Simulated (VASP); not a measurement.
Here is a VASP 6.6.1 calculation.

The input POSCAR:

```
WAu
1.0
    0.0000000000      2.9092100000      2.9092100000
    2.9092100000      0.0000000000      2.9092100000
    2.9092100000      2.9092100000      0.0000000000
W Au
1 1
Direct
    0.0000000000      0.0000000000      0.0000000000
    0.7500000000      0.7500000000      0.7500000000
```

Contents of INCAR.step1:

```
ALGO = Normal ; EDIFF = 1E-5
EDIFFG = -0.005 ; ENCUT = 500
GGA = PE ; GGA_COMPAT = False
IBRION = 2 ; ISIF = 3
ISMEAR = -1 ; LASPH = True
LCHARG = False ; LREAL = False
LWAVE = True ; NBANDS = 20
NELM = 120 ; NELMIN = 4
NSW = 100 ; PREC = Accurate
SIGMA = 0.05
```

Contents of INCAR.step2:

```
AEXX = 0.2 ; AGGAC = 0.81
AGGAX = 0.72 ; ALDAC = 0.19
ALGO = Normal ; EDIFF = 1E-7
EDIFFG = -0.01 ; ENCUT = 500
GGA = B3 ; GGA_COMPAT = False
IBRION = 2 ; ISIF = 3
ISMEAR = -1 ; ISTART = 1
LASPH = True ; LCHARG = False
LHFCALC = True ; LREAL = False
LWAVE = False ; NELM = 120
NELMIN = 4 ; NSW = 60
PREC = Accurate ; PRECFOCK = Normal
SIGMA = 0.05
```

KPOINTS

```
k-points
0
Gamma
  4 4 4
```

Potentials or basis: VASP PAW PBE potentials, release 64 (W_sv, Au).

Run with:

```console
$ cat potpaw_PBE.64/W_sv/POTCAR potpaw_PBE.64/Au/POTCAR > POTCAR
$ cp INCAR.step1 INCAR
$ mpirun -np 1 vasp_std > vasp.out
$ cp INCAR.step2 INCAR
$ mpirun -np 1 vasp_std > vasp.out
```

Predict the relaxed cell.

a = 4.139 Å, b = 4.139 Å, c = 4.139 Å, α = 60.00°, β = 60.00°, γ = 60.00°.

Predict the band gap on the k mesh.

zero (an odd number of electrons rules out a gap without spin polarisation).

Estimate the space group after relaxing (to 0.1 Å).

F-43m (No. 216).

Predict the relaxed volume.

25.07 Å³/atom.

Step by step:
| step | energy change (eV) | largest force (eV/Å) | pressure (GPa) | volume (Å³) |
| --- | --- | --- | --- | --- |
| 1 | 0.0000 | 0.0000 | 2.30 | 49.24 |
| 2 | 0.0137 | 0.0000 | -3.70 | 51.80 |
| 3 | -0.0063 | 0.0000 | -0.03 | 50.14 |

Caveat: the k points lie up to 0.46 Å⁻¹ apart in the final cell, too coarse for converged energies and pressures of a metal; the PAW data sets were made with another functional, which shifts forces and pressure a little; spin-orbit coupling is left out, which moves the levels of the heavy elements.
